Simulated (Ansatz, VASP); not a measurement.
GaN: VASP beside Ansatz

```
CELL_PARAMETERS angstrom
0.00000 2.25350 2.25350
2.25350 0.00000 2.25350
2.25350 2.25350 0.00000
ATOMIC_POSITIONS crystal
Ga 0.00000 0.00000 0.00000
N 0.25000 0.25000 0.25000
```

Alike in both runs: task single point; functional PBE; k mesh 10 × 10 × 10; occupations gaussian, width 0.019 eV; no spin polarisation.

|  | VASP | Ansatz |
| --- | --- | --- |
| version | VASP 6.6.1 | Ansatz 0.2.0 |
| potentials or method | VASP PAW PBE potentials, release 64 (Ga_d, N), cutoff 520 eV | all-electron LAPW, scalar-relativistic |

VASP gave:

- gap on the k mesh at the Fermi level (eV): 1.72
- least direct gap on the mesh (eV): 1.72
- pressure (GPa): 5.1

Problem. Which values does Ansatz return?

Solution. gap on the k mesh at the Fermi level (eV): 1.73; least direct gap on the mesh (eV): 1.73; pressure (GPa): 4.9.

Ansatz ran all-electron here, and VASP with PAW potentials.
